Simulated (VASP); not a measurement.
# AgCl: single point with PBE

Crystal: AgCl.

```
Ag Cl
1.0
     3.40645    0.00000    0.00000
     0.00000    3.40645    0.00000
     0.00000    0.00000    3.38593
Ag Cl
1 1
Direct
  0.00000 0.00000 0.00000
  0.50000 0.50000 0.50000
```

This cell differs from its parent crystal: epitaxial xy strain +0.3%.

```
Program                : VASP 6.6.1
Task                   : single point
Functional             : PBE
Potentials or basis    : VASP PAW PBE potentials, release 64 (Ag, Cl)
Cutoff                 : 520 eV
k mesh                 : 8 × 8 × 8
Occupations            : fermi-dirac, width 0.02 eV
Spin                   : no spin polarisation
Dipole correction      : no
Further INCAR settings : ALGO = Normal; EDIFF = 1e-06; NBANDS = 16
```

| Quantity | Value |
| --- | --- |
| Pressure | 1.3 GPa |
| Band gap on the k mesh | 0.58 eV, indirect (least direct gap 2.14 eV) |

Stress tensor (GPa, compression positive):
```
1.17 0.00 0.00
0.00 1.17 0.00
0.00 0.00 1.47
```

Levels at points of the mesh, in eV from the valence-band top:
| k point | band 7 | band 8 | band 9 | band 10 | band 11 | band 12 |
| --- | --- | --- | --- | --- | --- | --- |
| (0.00, 0.00, 0.00) | -1.63 | -1.63 | -1.57 | 0.58 | 9.37 | 9.41 |
| (0.50, 0.00, 0.00) | -1.48 | -0.01 | 0.00 | 4.93 | 5.64 | 9.31 |
| (0.50, 0.50, 0.00) | -2.15 | -1.54 | -0.92 | 2.74 | 9.07 | 9.07 |
| (0.00, 0.00, 0.50) | -1.45 | -0.01 | -0.01 | 4.89 | 5.66 | 9.31 |
| (0.50, 0.00, 0.50) | -2.15 | -1.53 | -0.96 | 2.80 | 9.00 | 9.07 |
| (0.50, 0.50, 0.50) | -0.19 | -0.17 | -0.17 | 4.69 | 4.70 | 4.70 |

It took 45 s on 1 thread of Intel(R) Xeon(R) Platinum 8259CL CPU @ 2.50GHz (Skylake/Cascade Lake), with other jobs on the host, peak memory 0.18 GiB.

Caveat: the cell differs from its parent crystal (epitaxial xy strain +0.3%). A k mesh can miss the band edges.
